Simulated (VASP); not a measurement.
Zn: single point with PBEsol

Crystal: Zn.

```
CELL_PARAMETERS angstrom
-0.93063 1.62277 1.62277
1.62277 -0.93063 1.62277
1.62277 1.62277 -0.93063
ATOMIC_POSITIONS crystal
Zn 0.00000 0.00000 0.00000
```

```
Program                : VASP 6.6.1
Task                   : single point
Functional             : PBEsol
Potentials or basis    : VASP PAW PBE potentials, release 64 (Zn)
Cutoff                 : 520 eV
k mesh                 : 22 × 22 × 22
Occupations            : gaussian, width 0.15 eV
Spin                   : no spin polarisation
Dipole correction      : no
Further INCAR settings : ALGO = Fast; EDIFF = 1e-07; NBANDS = 12
```

- Pressure: 9.0 GPa
- Band gap on the k mesh: zero (band 6 reaches 8.34 eV, above the bottom of band 7 at 0.09 eV)

Stress tensor (GPa, compression positive):
```
 9.01 -1.53 -1.53
-1.53  9.01 -1.53
-1.53 -1.53  9.01
```

Levels at points of the mesh, in eV from the Fermi level:
```tsv
k point	band 2	band 3	band 4	band 5	band 6	band 7	band 8	band 9	band 10	band 11
(0.00, 0.00, 0.00)	-8.45	-8.45	-6.90	-6.87	-6.87	13.81	14.00	14.00	16.99	16.99
(0.50, 0.00, 0.00)	-8.29	-7.32	-7.31	-6.84	-3.55	-2.68	18.42	18.46	21.17	22.12
(0.50, 0.50, 0.00)	-8.07	-7.27	-7.21	-6.51	0.63	2.19	3.51	6.88	23.74	25.47
(0.50, 0.50, 0.50)	-8.20	-8.00	-6.49	-6.49	5.58	5.58	7.41	10.99	10.99	11.25
```

Run time: 49 s on 1 thread of Intel(R) Xeon(R) 6975P-C (Granite Rapids), with other jobs on the host, peak memory 0.27 GiB.

Caveat: the PAW data sets were made with another functional, which shifts forces and pressure a little.
